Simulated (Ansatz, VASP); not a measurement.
Pb in VASP and in Ansatz

```
CELL_PARAMETERS angstrom
-1.97966 1.97966 1.97966
1.97966 -1.97966 1.97966
1.97966 1.97966 -1.97966
ATOMIC_POSITIONS crystal
Pb 0.00000 0.00000 0.00000
```

Alike in both runs: task single point; functional PBE; k mesh 9 × 9 × 9; occupations gaussian, width 0.026 eV; no spin polarisation.

```csv
,VASP,Ansatz
version,VASP 6.6.1,Ansatz 0.2.0
potentials or method,"VASP PAW PBE potentials, release 64 (Pb_d)",Ansatz PAW
plane-wave cutoff (eV),520,420
valence electrons in the cell,14,14
```

```tsv
	VASP	Ansatz	Ansatz less VASP
gap on the k mesh at the Fermi level (eV)	none	none	-
pressure (GPa)	0.7	0.7	+0.03
```

A gap of «none» marks a metal or a gap that the smearing closes. With one functional, cell and mesh, what is left measures potentials, basis and numerics.

Neither program's run includes spin-orbit coupling.
